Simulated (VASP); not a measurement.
# Bi2Se3 (R-3m) in VASP: single point with PBE

Aim: the single point of Bi2Se3 with PBE.

All numbers are computed with VASP 6.6.1; they aren't measurements. Logs are shortened: lines on timing, memory, paths and dates and some standing lists are left out, and cuts for length are marked.

## (1) The cell of the first run

It takes space group R-3m (No. 166, trigonal). Conventional cell: a = 3.812 Å, b = 3.812 Å, c = 26.345 Å, α = 90.00°, β = 90.00°, γ = 120.00°. Within 3.5 Å of Bi (site symmetry 3m) lie 6 Se at 2.62 to 2.83 Å. Se (site symmetry -3m) has 6 Bi at 2.83 Å and 12 Se at 3.81 to 3.89 Å within 3.9 Å. Within 3.5 Å of Se (site symmetry 3m) lie 3 Bi at 2.62 Å and 3 Se at 3.24 Å.

## (2) Single point, PBE (strain -0.080 along x and y, -0.080 along z)

Contents of INCAR:

```
ALGO     = Normal         # electronic algorithm
EDIFF    = 1E-7           # SCF threshold, eV
ENCUT    = 520            # plane-wave cutoff, eV
GGA      = PE             # functional
ISIF     = 2              # what is computed and relaxed
ISMEAR   = 0              # smearing method
LASPH    = T              # aspherical terms in the spheres
LCHARG   = F              # write CHGCAR
LREAL    = F              # projectors in reciprocal space
LWAVE    = F              # write WAVECAR
NBANDS   = 32             # bands
NELM     = 80             # most SCF steps
PREC     = Accurate       # precision mode
SIGMA    = 0.03           # smearing width, eV
```

Contents of KPOINTS:

```
k-points
0
Gamma
  12 12 12
```

Contents of POSCAR:

```
Bi2Se3
1.0
    1.9057793531      1.1003022225      8.7817036000
   -1.9057793531      1.1003022225      8.7817036000
    0.0000000000     -2.2006044450      8.7817036000
Bi Se
2 3
Direct
    0.4008000000      0.4008000000      0.4008000000
    0.5992000000      0.5992000000      0.5992000000
    0.0000000000      0.0000000000      0.0000000000
    0.2117000000      0.2117000000      0.2117000000
    0.7883000000      0.7883000000      0.7883000000
```

Potentials or basis: VASP PAW PBE potentials, release 64 (Bi_d, Se).

The run is started by

```console
> cat potpaw_PBE.64/Bi_d/POTCAR potpaw_PBE.64/Se/POTCAR > POTCAR
> mpirun -np 1 vasp_std > vasp.out
```

OUTCAR:

```text
EDIFF = 1E-7
   ENCUT = 520
   GGA = PE
   ISIF = 2
   ISMEAR = 0
   LASPH = T
   LREAL = F
   NELM = 80
   PREC = Accurate

 ion  position               nearest neighbor table
   1  0.401  0.401  0.401-   5 2.62   5 2.62   5 2.62   3 2.83   3 2.83   3 2.83
   2  0.599  0.599  0.599-   4 2.62   4 2.62   4 2.62   3 2.83   3 2.83   3 2.83
   3  0.000  0.000  0.000-   2 2.83   1 2.83   2 2.83   2 2.83   1 2.83   1 2.83
   4  0.212  0.212  0.212-   2 2.62   2 2.62   2 2.62
   5  0.788  0.788  0.788-   1 2.62   1 2.62   1 2.62

  LATTYP: Found a trigonal (rhomboedric) cell.
 ALAT       =     9.0532302545
 COS(alpha) =     0.9113725817

  Lattice vectors:

 A1 = (   1.9057793531,   1.1003022225,   8.7817036000)
 A2 = (  -1.9057793531,   1.1003022225,   8.7817036000)
 A3 = (   0.0000000000,  -2.2006044450,   8.7817036000)

Analysis of symmetry for initial positions (statically):
=====================================================================
 Subroutine PRICEL returns:
 Original cell was already a primitive cell.

 Routine SETGRP: Setting up the symmetry group for a
 trigonal (rhombohedral) supercell.

 Subroutine GETGRP returns: Found 12 space group operations
 (whereof 12 operations were pure point group operations)
 out of a pool of 12 trial point group operations.

The static configuration has the point symmetry D_3d.

Analysis of symmetry for dynamics (positions and initial velocities):
=====================================================================
 Subroutine PRICEL returns:
 Original cell was already a primitive cell.

 Routine SETGRP: Setting up the symmetry group for a
 trigonal (rhombohedral) supercell.

 Subroutine GETGRP returns: Found 12 space group operations
 (whereof 12 operations were pure point group operations)
 out of a pool of 12 trial point group operations.

The dynamic configuration has the point symmetry D_3d.

 Subroutine INISYM returns: Found 12 space group operations
 (whereof 12 operations are pure point group operations),
 and found     1 'primitive' translations

----------------------------------------------------------------------------------------

                                     Primitive cell

  volume of cell :     110.4879

  direct lattice vectors                    reciprocal lattice vectors
     1.905779353  1.100302223  8.781703600     0.262359858  0.151473535  0.037957707
    -1.905779353  1.100302223  8.781703600    -0.262359858  0.151473535  0.037957707
     0.000000000 -2.200604445  8.781703600     0.000000000 -0.302947069  0.037957707

  length of vectors
     9.053230255  9.053230255  9.053230255     0.305315761  0.305315761  0.305315761

  position of ions in fractional coordinates (direct lattice)
     0.400800000  0.400800000  0.400800000
     0.599200000  0.599200000  0.599200000
     0.000000000  0.000000000  0.000000000
     0.211700000  0.211700000  0.211700000
     0.788300000  0.788300000  0.788300000

  ion indices of the primitive-cell ions
   primitive index   ion index
                 1           1
                 2           2
                 3           3
                 4           4
                 5           5

----------------------------------------------------------------------------------------

 KPOINTS: k-points

Automatic generation of k-mesh.
 Grid dimensions read from file:
 generate k-points for:   12   12   12

 Generating k-lattice:

  Cartesian coordinates                     Fractional coordinates (reciprocal lattice)
     0.021863321  0.012622795  0.003163142     0.083333333  0.000000000  0.000000000
    -0.021863321  0.012622795  0.003163142     0.000000000  0.083333333  0.000000000
     0.000000000 -0.025245589  0.003163142     0.000000000  0.000000000  0.083333333

  Length of vectors
     0.025442980  0.025442980  0.025442980

  Shift w.r.t. Gamma in fractional coordinates (k-lattice)
     0.000000000  0.000000000  0.000000000

 Subroutine IBZKPT returns following result:
 ===========================================

 Found    189 irreducible k-points:

 Following reciprocal coordinates:
            Coordinates               Weight
  0.000000  0.000000  0.000000      1.000000
  0.083333  0.000000  0.000000      6.000000
  0.166667 -0.000000 -0.000000      6.000000
  0.250000 -0.000000  0.000000      6.000000
  0.333333  0.000000 -0.000000      6.000000
  0.416667  0.000000 -0.000000      6.000000
[... 16 lines left out ...]
  0.500000  0.166667  0.000000     12.000000
 -0.416667  0.166667  0.000000     12.000000
 [... further k-points ...]
   k-points           NKPTS =    189   k-points in BZ     NKDIM =    189   number of bands    NBANDS=     32
   number of dos      NEDOS =    301   number of ions     NIONS =      5
   total plane-waves  NPLWV = 343000
   dimension x,y,z NGX =    70 NGY =   70 NGZ =   70
   dimension x,y,z NGXF=   140 NGYF=  140 NGZF=  140
   ions per type =               2   3
   NGX,Y,Z   is equivalent  to a cutoff of  12.85, 12.85, 12.85 a.u.
   NGXF,Y,Z  is equivalent  to a cutoff of  25.71, 25.71, 25.71 a.u.
 SYSTEM =  unknown system
   PREC   = accura    normal or accurate (medium, high low for compatibility)
   ISTART =      0    job   : 0-new  1-cont  2-samecut
   ICHARG =      2    charge: 1-file 2-atom 10-const
   ISPIN  =      1    spin polarized calculation?
   LNONCOLLINEAR =      F non collinear calculations
   LSORBIT =      F    spin-orbit coupling
   LASPH  =      T    aspherical Exc in radial PAW
   ENCUT  =  520.0 eV  38.22 Ry    6.18 a.u.  16.83 16.83 16.83*2*pi/ulx,y,z
   NELM   =     80;   NELMIN=  2; NELMDL= -5     # of ELM steps
   EDIFF  = 0.1E-06   stopping-criterion for ELM
   LREAL  =      F    real-space projection
   EDIFFG = 0.1E-05   stopping-criterion for IOM
   NSW    =      0    number of steps for IOM
   IBRION =     -1    ionic relax: 0-MD 1-quasi-New 2-CG
   NFREE  =      0    steps in history (QN), initial steepest desc. (CG)
   ISIF   =      2    stress and relaxation
   ISYM   =      2    0-nonsym 1-usesym 2-fastsym
   POTIM  = 0.5000    time-step for ionic-motion
   TEBEG  =    0.0;   TEEND  =   0.0 temperature during run
   PSTRESS=    0.0 pullay stress
   NELECT =      48.0000    total number of electrons
   NUPDOWN=      -1.0000    fix difference up-down
   EMIN   =  10.00;   EMAX   =-10.00  energy-range for DOS
   EFERMI =   0.00;   METHOD = LEGACY
   ISMEAR =     0;   SIGMA  =   0.03  broadening in eV -4-tet -1-fermi 0-gaus
   EFERMI_NEDOS =   21; number of points for ismear=-14 and -15
   IALGO  =     38    algorithm
   IMIX   =      4    mixing-type and parameters
     AMIX     =   0.40;   BMIX     =  1.00
     AMIX_MAG =   1.60;   BMIX_MAG =  1.00
  volume/ion in A,a.u.               =      22.10       149.12
  Fermi-wavevector in a.u.,A,eV,Ry     =   1.239892  2.343055 20.916659  1.537331
  Thomas-Fermi vector in A             =   2.374356
   LORBIT       =      0    0 simple, 1 ext, 2 COOP (PROOUT), +10 PAW based schemes
   GGA     = PE    functional components
   LHFCALC =     F    Hartree Fock is set to
   AEXX    =    0.0000 exact exchange contribution
   IVDW    =     0    specifies the selected vdW correction
   LEPSILON=     F    determine dielectric tensor
   LRPA    =     F    only Hartree local field effects (RPA)
 non-spin polarized calculation
 Gauss-broadening in eV      SIGMA  =   0.03
  energy-cutoff  :      520.00
  volume of cell :      110.49
 maximum number of plane-waves:      2995
 NGX is ok and might be reduce to    70
   NGX = 33   NGY = 33   NGZ = 33

 number of electron      47.9999996 magnetization

 Free energy of the ion-electron system (eV)
  ---------------------------------------------------
  ext. energy  EPLUGINS =         0.00000000
  ---------------------------------------------------
  free energy    TOTEN  =       -17.35818332 eV

  energy without entropy =      -17.35818003  energy(sigma->0) =      -17.35818167

 E-fermi :   8.4925     XC(G=0): -10.6841

 val. band max:        8.4523526602   @ k =   0.0000   0.0000   0.0000
 cond. band min:       8.5325600209   @ k =   0.0000   0.0000   0.0000
 fundamental gap:      0.0802073607
 Fermi energy:         8.4924511926

 k-point     1 :       0.0000    0.0000    0.0000
  band No.  band energies     occupation
      1     -15.2586      2.00000
      2     -15.2586      2.00000
      3     -15.2510      2.00000
      4     -15.2510      2.00000
      5     -15.2120      2.00000
      6     -15.2055      2.00000
[... 24 lines left out ...]
     31      13.6704      0.00000
     32      14.9346      0.00000

 k-point     2 :       0.0833    0.0000    0.0000
  band No.  band energies     occupation
      1     -15.2635      2.00000
      2     -15.2549      2.00000
      3     -15.2548      2.00000
      4     -15.2473      2.00000
      5     -15.2090      2.00000
      6     -15.2026      2.00000
[... 24 lines left out ...]
     31      13.5712      0.00000
     32      14.0759      0.00000

 k-point     3 :       0.1667   -0.0000   -0.0000
  band No.  band energies     occupation
      1     -15.2778      2.00000
      2     -15.2663      2.00000
      3     -15.2456      2.00000
      4     -15.2383      2.00000
      5     -15.2034      2.00000
      6     -15.1959      2.00000
[... 24 lines left out ...]
     31      12.7580      0.00000
     32      13.8143      0.00000

 k-point     4 :       0.2500   -0.0000    0.0000
  band No.  band energies     occupation
      1     -15.2985      2.00000
      2     -15.2829      2.00000
      3     -15.2365      2.00000
      4     -15.2285      2.00000
      5     -15.2079      2.00000
      6     -15.1955      2.00000
[... 654 lines left out ...]
     31      13.4969      0.00000
     32      14.0268      0.00000

 k-point    23 :       0.5000    0.1667    0.0000
  band No.  band energies     occupation
      1     -15.3205      2.00000
      2     -15.3028      2.00000
      3     -15.2473      2.00000
      4     -15.2297      2.00000
      5     -15.2081      2.00000
      6     -15.1978      2.00000
[... 24 lines left out ...]
     31      13.8190      0.00000
     32      14.0002      0.00000

 k-point    24 :      -0.4167    0.1667    0.0000
  band No.  band energies     occupation
      1     -15.3243      2.00000
      2     -15.3052      2.00000
      3     -15.2489      2.00000
      4     -15.2292      2.00000
      5     -15.2093      2.00000
      6     -15.1986      2.00000
[... 24 lines left out ...]
     31      13.5533      0.00000
     32      14.1974      0.00000

 [... further k-points ...]

------------------------ aborting loop because EDIFF is reached ----------------------------------------

  FORCE on cell =-STRESS in cart. coord.  units (eV):
  Direction    XX          YY          ZZ          XY          YZ          ZX
  --------------------------------------------------------------------------------------
  -------------------------------------------------------------------------------------
  Total       21.8795303     21.8795303     21.5766504      0.0000000     -0.0000000     -0.0000000
  in kB      317.2736060    317.2736060    312.8815642      0.0000000     -0.0000000     -0.0000000
  external PRESSURE =     315.8095921 kB  Pullay stress =       0.0000000 kB

 VOLUME and BASIS-vectors are now :
 -----------------------------------------------------------------------------
  energy-cutoff  :      520.00
  volume of cell :      110.49
      direct lattice vectors                 reciprocal lattice vectors
     1.905779353  1.100302223  8.781703600     0.262359858  0.151473535  0.037957707
    -1.905779353  1.100302223  8.781703600    -0.262359858  0.151473535  0.037957707
     0.000000000 -2.200604445  8.781703600     0.000000000 -0.302947069  0.037957707

 POSITION                                       TOTAL-FORCE (eV/Angst)
 -----------------------------------------------------------------------------------
      0.00000      0.00000     10.55912         0.000000      0.000000     -1.157281
      0.00000      0.00000     15.78599         0.000000      0.000000      1.157281
      0.00000      0.00000      0.00000         0.000000      0.000000     -0.000000
      0.00000      0.00000      5.57726         0.000000      0.000000     -2.869497
      0.00000      0.00000     20.76785         0.000000      0.000000      2.869497
 -----------------------------------------------------------------------------------
    total drift:                                0.000000      0.000000      0.000000

  FREE ENERGIE OF THE ION-ELECTRON SYSTEM (eV)
  ---------------------------------------------------
  free  energy   TOTEN  =       -17.3581833164 eV

  energy  without entropy=      -17.3581800318  energy(sigma->0) =      -17.35818167
```

Run time: 85 min. Hardware: 1 thread of Intel Xeon 8259CL, shared host; peak memory 1 GiB.

What came out:

| Quantity | Value |
| --- | --- |
| Free energy | -17.3582 eV |
| Pressure | 31.6 GPa |
| Largest force | 2.869 eV/Å |
| Band gap on the k mesh | 0.08 eV |

Forces on the atoms (eV/Å):
```
Bi   0.000  0.000 -1.157
Bi   0.000  0.000  1.157
Se   0.000  0.000  0.000
Se   0.000  0.000 -2.869
Se   0.000  0.000  2.869
```

Caveat: the cell differs from its parent crystal (strain -0.080 along x and y, -0.080 along z); the cell stands under pressure; spin-orbit coupling is left out, which moves the levels of the heavy elements; forces of over 1 eV/Å act on the atoms, so gaps and moduli don't describe the material at rest. A k mesh can miss the band edges.
